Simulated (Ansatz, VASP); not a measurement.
# One calculation of Ga4As3N, two programs

INCAR

```
SYSTEM = Ga4As3N
PREC = Accurate
ENCUT = 520
EDIFF = 1E-6
ISMEAR = 0
SIGMA = 0.01
LREAL = .FALSE.
LASPH = .TRUE.
NELM = 100
ALGO = Normal
ISIF = 2
LWAVE = .FALSE.
LCHARG = .FALSE.
GGA = PE
NBANDS = 46
```

Contents of KPOINTS:

```
Automatic mesh
0
G
  6 6 6
  0 0 0
```

File POSCAR:

```
Ga4As3N
1.0
   -2.7302499495      2.7302499495      5.3709452076
    2.7302499495     -2.7302499495      5.3709452076
    2.7302499495      2.7302499495     -5.3709452076
N Ga As
1 4 3
Direct
    0.0000000000      0.0000000000      0.0000000000
    0.6761051120      0.6761051120      0.5762356461
    0.9001305341      0.3238948880      0.0000000000
    0.0998694659      0.0998694659      0.4237643539
    0.3238948880      0.9001305341      0.0000000000
    0.2500000000      0.7500000000      0.5000000000
    0.5000000000      0.5000000000      0.0000000000
    0.7500000000      0.2500000000      0.5000000000
```

Input for Ansatz:

```yaml
crystal:
  lattice:
    - [-2.7302499495, 2.7302499495, 5.3709452076]
    - [2.7302499495, -2.7302499495, 5.3709452076]
    - [2.7302499495, 2.7302499495, -5.3709452076]
  atoms:
    - { symbol: "N", position: [0.0, 0.0, 0.0] }
    - { symbol: Ga, position: [0.676105112, 0.676105112, 0.5762356461] }
    - { symbol: As, position: [0.25, 0.75, 0.5] }
    - { symbol: Ga, position: [0.9001305341, 0.323894888, 0.0] }
    - { symbol: As, position: [0.5, 0.5, 0.0] }
    - { symbol: Ga, position: [0.0998694659, 0.0998694659, 0.4237643539] }
    - { symbol: As, position: [0.75, 0.25, 0.5] }
    - { symbol: Ga, position: [0.323894888, 0.9001305341, 0.0] }
kpoints:
  mp_grid: { grid: [6, 6, 6] }
hamiltonian:
  xc: pbe
scf:
  occupations: { method: fixed }
  n_extra_bands: 6
output:
  forces: true
  stress: true
  eigenvalues: true
```

Alike in both runs: task single point; functional PBE; k mesh 6 × 6 × 6; no spin polarisation.

```csv
,VASP,Ansatz
version,VASP 6.6.1,Ansatz 0.2.0
potentials or method,"VASP PAW PBE potentials, release 64 (N, Ga_d, As)","plane waves, PAW"
plane-wave cutoff (eV),520,420
occupations,"gaussian, width 0.01 eV",fixed
valence electrons in the cell,72,102
```

VASP gave:

```
gap on the k mesh at the Fermi level (eV) : 0.04
pressure (GPa)                            : 0.2
```

Which values does Ansatz return?

gap on the k mesh at the Fermi level (eV): 0.04; pressure (GPa): 0.0.

VASP's potentials hold 72 valence electrons a cell and Ansatz's 102, so a difference there can come from the potentials and not from the codes.
